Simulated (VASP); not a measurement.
Runs of VASP 6.6.1 on TaV. The structure is that of space group Cmmm (No. 65), or close to it. The cells are those of the table. 

```tsv
task	level	potentials or basis	cell	k mesh	cutoff (eV)	smearing	gap on the mesh (eV)	pressure (GPa)	moment (μB)
single point	LDA	VASP PAW LDA potentials, release 64 (Ta_pv, V_sv)	a = 2.730, b = 2.730, c = 4.203 Å, angles 90.0, 90.0, 110.6°, 2 atoms	7 × 7 × 5	520	fermi-dirac 0.05 eV	none	(b)	0.00
relaxation of cell and atoms	LDA	VASP PAW LDA potentials, release 64 (Ta_pv, V_sv)	relaxed from a = 2.812, b = 2.812, c = 4.341 Å, angles 90.0, 90.0, 110.3°, 2 atoms	7 × 7 × 5	600	fermi-dirac 0.05 eV	none	0.0	0.00
single point	LDA	VASP PAW LDA potentials, release 64 (Ta_pv, V_sv)	a = 2.750, b = 2.750, c = 4.242 Å, angles 90.0, 90.0, 110.7°, 2 atoms	7 × 7 × 5	520	fermi-dirac 0.05 eV	none	0.9	0.00
single point	LDA	VASP PAW LDA potentials, release 64 (Ta_pv, V_sv)	a = 2.742, b = 2.742, c = 4.228 Å, angles 90.0, 90.0, 110.7°, 2 atoms	7 × 7 × 5	520	fermi-dirac 0.05 eV	none	3.0	0.00
single point	PBE	VASP PAW PBE potentials, release 64 (Ta_pv, V_sv)	a = 2.812, b = 2.812, c = 4.341 Å, angles 90.0, 90.0, 110.3°, 2 atoms	8 × 8 × 5	520	gaussian 0.1 eV	none	-0.4	(a)
```

Alike in all rows: spin collinear, ferromagnetic start.

**Question.** Estimate the missing entries.

**Answer.** (a) 0.35; (b) 6.0.

Caveats: spin-orbit coupling is left out, which moves the levels of the heavy elements.

A k mesh can miss the band edges, and the runs leave out spin-orbit coupling on Ta.

A gap of «none» marks levels without a gap at the run's occupations.
